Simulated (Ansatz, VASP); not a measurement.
# BaF2: VASP beside Ansatz

File INCAR:

```
PREC = Accurate ; ENCUT = 520
EDIFF = 1E-8 ; ISMEAR = -1
SIGMA = 0.01 ; LREAL = False
LASPH = True ; NELM = 120
ALGO = Normal ; ISIF = 2
LWAVE = False ; LCHARG = False
GGA = PE ; LEFG = True
NBANDS = 19 ; GGA_COMPAT = False
```

File KPOINTS:

```
Automatic mesh
0
Gamma
  8 8 8
```

File POSCAR:

```
BaF2
1.0
    0.0000000000      3.1000500000      3.1000500000
    3.1000500000      0.0000000000      3.1000500000
    3.1000500000      3.1000500000      0.0000000000
Ba F
1 2
Direct
    0.0000000000      0.0000000000      0.0000000000
    0.2500000000      0.2500000000      0.2500000000
    0.7500000000      0.7500000000      0.7500000000
```

Input for Ansatz:

```yaml
crystal:
  lattice:
    - [0.0, 3.10005, 3.10005]
    - [3.10005, 0.0, 3.10005]
    - [3.10005, 3.10005, 0.0]
  atoms:
    - { symbol: Ba, position: [0.0, 0.0, 0.0] }
    - { symbol: F, position: [0.25, 0.25, 0.25] }
    - { symbol: F, position: [0.75, 0.75, 0.75] }
kpoints:
  mp_grid: { grid: [8, 8, 8] }
  band_path:
    path:
      - [0.0, 0.0, 0.0]
      - [0.5, 0.0, 0.5]
      - [0.625, 0.25, 0.625]
      - [0.375, 0.375, 0.75]
      - [0.0, 0.0, 0.0]
      - [0.5, 0.5, 0.5]
      - [0.5, 0.25, 0.75]
      - [0.5, 0.0, 0.5]
    npoints: 8
scf:
  occupations: { method: fermi_dirac, width: 0.01 }
  n_extra_bands: 1
hamiltonian:
  xc: pbe
  pseudopotentials: { kind: all_electron, datasets: crystal }
output:
  forces: true
  stress: true
  eigenvalues: true
  efg: { contact_densities: true }
```

Alike in both runs: task electric field gradients; functional PBE; k mesh 8 × 8 × 8; occupations fermi-dirac, width 0.01 eV; no spin polarisation.

|  | VASP | Ansatz |
| --- | --- | --- |
| version | VASP 6.6.1 | Ansatz 0.2.0 |
| potentials or method | VASP PAW PBE potentials, release 64 (Ba_sv, F), cutoff 520 eV | all-electron PAW with datasets made for the crystal, scalar-relativistic |

|  | VASP | Ansatz | Ansatz less VASP |
| --- | --- | --- | --- |
| gap on the k mesh at the Fermi level (eV) | 6.76 | 6.83 | +0.064 |
| pressure (GPa) | 2.4 | 1.3 | -1.09 |

Ansatz ran all-electron here, and VASP with PAW potentials.

Spin-orbit coupling is off throughout.
